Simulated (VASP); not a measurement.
Here is a VASP 6.6.1 calculation.

Contents of POSCAR:

```
CaPb4
1.0
   -4.3923570000      4.3923570000      3.8638870000
    4.3923570000     -4.3923570000      3.8638870000
    4.3923570000      4.3923570000     -3.8638870000
Pb Ca
8 2
Direct
    0.3625000000      0.7992000000      0.5633000000
    0.7992000000      0.7359000000      0.4367000000
    0.7359000000      0.7992000000      0.9367000000
    0.7992000000      0.3625000000      0.0633000000
    0.6375000000      0.2008000000      0.4367000000
    0.2008000000      0.6375000000      0.9367000000
    0.2641000000      0.2008000000      0.0633000000
    0.2008000000      0.2641000000      0.5633000000
    0.8750000000      0.1250000000      0.7500000000
    0.1250000000      0.8750000000      0.2500000000
```

INCAR.step1

```
PREC = Accurate ; ENCUT = 520
ISMEAR = 0 ; SIGMA = 0.2724
LREAL = False ; LASPH = True
NELM = 60 ; NBANDS = 77
GGA = PE ; ALGO = Normal
EDIFF = 1E-4 ; LWAVE = True
LCHARG = False
```

INCAR.step2

```
PREC = Accurate ; ENCUT = 520
EDIFF = 1E-6 ; ISMEAR = 0
SIGMA = 0.2724 ; LREAL = False
LASPH = True ; NELM = 60
ALGO = Normal ; ISIF = 2
LWAVE = False ; LCHARG = True
METAGGA = R2SCAN ; LMIXTAU = True
LELF = True ; LVHAR = True
NBANDS = 77 ; ISTART = 1
```

KPOINTS

```
Automatic mesh
0
Gamma
  4 4 4
```

Potentials or basis: VASP PAW PBE potentials, release 64 (Pb_d, Ca_sv).

Launch:

```sh
$ cat potpaw_PBE.64/Pb_d/POTCAR potpaw_PBE.64/Ca_sv/POTCAR > POTCAR
$ cp INCAR.step1 INCAR
$ mpirun -np 1 vasp_std > vasp.out
$ cp INCAR.step2 INCAR
$ mpirun -np 1 vasp_std > vasp.out
```

(1) Predict the largest force.

(2) What does it give for the band gap on the k mesh?

(3) Predict the pressure.

Results:

(1) 1.742 eV/Å.

(2) zero (bands 66 and 67 overlap by 0.51 eV).

(3) 7.6 GPa.

Caveat: the cell stands under pressure; so wide a smearing shifts energies and pressures; the PAW data sets were made with another functional, which shifts forces and pressure a little; spin-orbit coupling is left out, which moves the levels of the heavy elements.
